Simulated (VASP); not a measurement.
Here is a VASP 6.6.1 calculation.

INCAR

```
PREC = Accurate ; ENCUT = 700
EDIFF = 1E-6 ; ISMEAR = 0
SIGMA = 0.05 ; LREAL = F
LASPH = T ; NELM = 200
ALGO = Normal ; ISIF = 2
LWAVE = F ; LCHARG = F
ISPIN = 2 ; MAGMOM = 0 0
LORBIT = 11 ; LMAXMIX = 4
LDAU = T ; LDAUTYPE = 2
LDAUL = 2 -1 ; LDAUU = 1 0
LDAUJ = 0 0 ; LDAUPRINT = 1
GGA = PE ; NBANDS = 20
GGA_COMPAT = F
```

File KPOINTS:

```
regular mesh
0
Gamma
  7 7 7
```

POSCAR

```
TaN
1.0
    0.0000000000      2.1790013100      2.1790013100
    2.1790013100      0.0000000000      2.1790013100
    2.1790013100      2.1790013100      0.0000000000
Ta N
1 1
Direct
    0.5000000000      0.5000000000      0.5000000000
    0.0000000000      0.0000000000      0.0000000000
```

Potentials or basis: VASP PAW PBE potentials, release 64 (Ta_sv_GW, N).

Launch:

```bash
$ cat potpaw_PBE.64/Ta_sv_GW/POTCAR potpaw_PBE.64/N/POTCAR > POTCAR
$ mpirun -np 1 vasp_std > vasp.out
```

Question: Estimate the pressure.

Answer: 17.6 GPa.

Question: Estimate the net moment.

Answer: 0.00 μB per cell.

Eigenvalues of the final occupation matrices:
```tsv
site	spin	trace	eigenvalues
site 1 d	1	1.21	0.21 0.21 0.26 0.26 0.26
site 1 d	2	1.21	0.21 0.21 0.26 0.26 0.26
```

Caveat: the cell stands under pressure; spin-orbit coupling is left out, which moves the levels of the heavy elements.
